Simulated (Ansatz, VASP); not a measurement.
## BiTe in VASP and in Ansatz

Contents of INCAR:

```
SYSTEM = BiTe
  ALGO = Normal
  EDIFF = 1E-8
  ENCUT = 520
  ISIF = 2
  ISMEAR = -1
  LASPH = .TRUE.
  LCHARG = .FALSE.
  LEFG = .TRUE.
  LREAL = .FALSE.
  LWAVE = .FALSE.
  NBANDS = 18
  NELM = 80
  PREC = Accurate
  SIGMA = 0.08
```

File KPOINTS:

```
k-points
0
G
  10 10 10
  0 0 0
```

POSCAR

```
BiTe
1.0
    0.0323500000      3.2511750000      3.2511750000
    3.2511750000      0.0323500000      3.2511750000
    3.2511750000      3.2511750000      0.0323500000
Bi Te
1 1
Direct
    0.0000000000      0.0000000000      0.0000000000
    0.5000000000      0.5000000000      0.5000000000
```

Input for Ansatz:

```yaml
crystal:
  lattice:
    - [0.03235, 3.251175, 3.251175]
    - [3.251175, 0.03235, 3.251175]
    - [3.251175, 3.251175, 0.03235]
  atoms:
    - { symbol: Bi, position: [0.0, 0.0, 0.0] }
    - { symbol: Te, position: [0.5, 0.5, 0.5] }
kpoints:
  mp_grid: { grid: [10, 10, 10] }
scf:
  occupations: { method: fermi_dirac, width: 0.08 }
hamiltonian:
  xc: lda
  pseudopotentials: { kind: all_electron, datasets: crystal }
output:
  forces: true
  stress: true
  eigenvalues: true
  efg: { contact_densities: true }
```

Change from the starting cell: equal xy, yz and zx shear strains of +1 %, crystal datasets.

Alike in both runs: task electric field gradients; functional LDA; k mesh 10 × 10 × 10; occupations fermi-dirac, width 0.08 eV; no spin polarisation.

```csv
,VASP,Ansatz
version,VASP 6.6.1,Ansatz 0.2.0
potentials or method,"VASP PAW LDA potentials, release 64 (Bi_d, Te), cutoff 520 eV","all-electron PAW with datasets made for the crystal, scalar-relativistic"
```

VASP gave:

| Quantity | Value |
| --- | --- |
| pressure (GPa) | -2.7 |
| size of Vzz on the site where it differs most (V/Å²) | 18.6 |

**Question.** Estimate Ansatz's values.

**Answer.** Pressure (GPa): -2.8; size of Vzz on the site where it differs most (V/Å²): 19.1.

LDA's correlation is that of Perdew and Zunger in VASP and of Perdew and Wang (1992) in Ansatz. Ansatz ran all-electron here, and VASP with PAW potentials.

Spin-orbit coupling is off throughout.
